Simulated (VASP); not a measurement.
A run of VASP 6.6.1 is set up as follows.

Contents of INCAR:

```
SYSTEM = InSe
PREC = Accurate
ENCUT = 520
EDIFF = 1E-6
ISMEAR = 0
SIGMA = 0.02
LREAL = .False.
LASPH = .True.
NELM = 60
ALGO = Normal
ISIF = 2
LWAVE = .False.
LCHARG = .False.
GGA = PE
IVDW = 12
NBANDS = 48
```

The input KPOINTS:

```
regular mesh
0
Gamma
  12 12 2
  0 0 0
```

Contents of POSCAR:

```
InSe
1.0
    4.0317714919      0.0000000000      0.0000000000
   -2.0158857459      3.4916165342      0.0000000000
    0.0000000000      0.0000000000     16.7623715586
In Se
4 4
Direct
    0.3333333333      0.6666666667      0.1666581951
    0.6666666667      0.3333333333      0.6666581951
    0.3333333333      0.6666666667      0.3333418049
    0.6666666667      0.3333333333      0.8333418049
    0.3333333333      0.6666666667      0.5898711339
    0.6666666667      0.3333333333      0.0898711339
    0.3333333333      0.6666666667      0.9101288661
    0.6666666667      0.3333333333      0.4101288661
```

Potentials or basis: VASP PAW PBE potentials, release 64 (In_d, Se).

The run is started by

```sh
$ cat potpaw_PBE.64/In_d/POTCAR potpaw_PBE.64/Se/POTCAR > POTCAR
$ mpirun -np 1 vasp_std > vasp.out
```

Question: Predict the band gap on the k mesh.

Answer: 0.36 eV.

Question: Estimate the pressure.

Answer: 0.0 GPa.

Question: Estimate the dispersion energy per atom.

Answer: -0.297 eV.

Forces on the atoms (eV/Å):
```
In   0.000  0.000  0.016
In   0.000  0.000  0.016
In   0.000  0.000 -0.016
In   0.000  0.000 -0.016
Se   0.000  0.000 -0.013
Se   0.000  0.000 -0.013
Se   0.000  0.000  0.013
Se   0.000  0.000  0.013
```

Caveat: semilocal functionals underestimate gaps, and a narrow one can read as zero; spin-orbit coupling is left out, which moves the levels of the heavy elements.
